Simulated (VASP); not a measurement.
Wanted: the native input for a VASP 6.6.1 run.

| Quantity | Value |
| --- | --- |
| Task | single point |
| Functional | r2SCAN |
| Potentials or basis | VASP PAW PBE potentials, release 64 (Cu, Sr_sv, S) |
| Cutoff | 520 eV |
| k mesh | 5 × 5 × 3 |
| Occupations | fermi-dirac, width 0.1 eV |
| Spin | no spin polarisation |
| Dipole correction | no |
| Further INCAR settings | ALGO = Normal; EDIFF = 1e-07; NBANDS = 30 |

SrCu2S2:

```
Cu Sr S
1.0
     1.99820    3.46099    0.00000
    -1.99820    3.46099    0.00000
     0.00000    0.00000    6.61638
Cu Sr S
2 1 2
Direct
  0.33330 0.33340 0.37649
  0.66670 0.66660 0.62351
  0.00000 0.00000 0.00000
  0.33330 0.33340 0.74630
  0.66670 0.66660 0.25370
```

One way to write it, as run:

POSCAR

```
SrCu2S2
1.0
    1.9982014600      3.4609861300      0.0000000000
   -1.9982014600      3.4609861300      0.0000000000
    0.0000000000      0.0000000000      6.6163798000
Cu Sr S
2 1 2
Direct
    0.3333000000      0.3334000000      0.3764900000
    0.6667000000      0.6666000000      0.6235100000
    0.0000000000      0.0000000000      0.0000000000
    0.3333000000      0.3334000000      0.7463000000
    0.6667000000      0.6666000000      0.2537000000
```

INCAR.step1

```
SYSTEM = SrCu2S2
PREC = Accurate ; ENCUT = 520
ISMEAR = -1 ; SIGMA = 0.1
LREAL = .FALSE. ; LASPH = .TRUE.
NELM = 80 ; NBANDS = 30
GGA = PE ; ALGO = Normal
EDIFF = 1E-4 ; LWAVE = .TRUE.
LCHARG = .FALSE.
```

INCAR.step2

```
SYSTEM = SrCu2S2
PREC = Accurate ; ENCUT = 520
EDIFF = 1E-7 ; ISMEAR = -1
SIGMA = 0.1 ; LREAL = .FALSE.
LASPH = .TRUE. ; NELM = 80
ALGO = Normal ; ISIF = 2
LWAVE = .FALSE. ; LCHARG = .TRUE.
METAGGA = R2SCAN ; LMIXTAU = .TRUE.
LELF = .TRUE. ; LVHAR = .TRUE.
NBANDS = 30 ; ISTART = 1
```

KPOINTS

```
regular mesh
0
G
  5 5 3
  0 0 0
```

Potentials or basis: VASP PAW PBE potentials, release 64 (Cu, Sr_sv, S).

Run with:

```sh
$ cat potpaw_PBE.64/Cu/POTCAR potpaw_PBE.64/Sr_sv/POTCAR potpaw_PBE.64/S/POTCAR > POTCAR
$ cp INCAR.step1 INCAR
$ mpirun -np 1 vasp_std > vasp.out
$ cp INCAR.step2 INCAR
$ mpirun -np 1 vasp_std > vasp.out
```

It gave:

```json
{
  "Pressure": "1.2 GPa",
  "Largest force": "1.265 eV/Å",
  "Band gap on the k mesh": "1.56 eV"
}
```

Caveat: the PAW data sets were made with another functional, which shifts forces and pressure a little.

Wall time 11 min on 1 thread of Intel Xeon 8259CL, with other jobs on the host, peak memory 0.25 GiB.
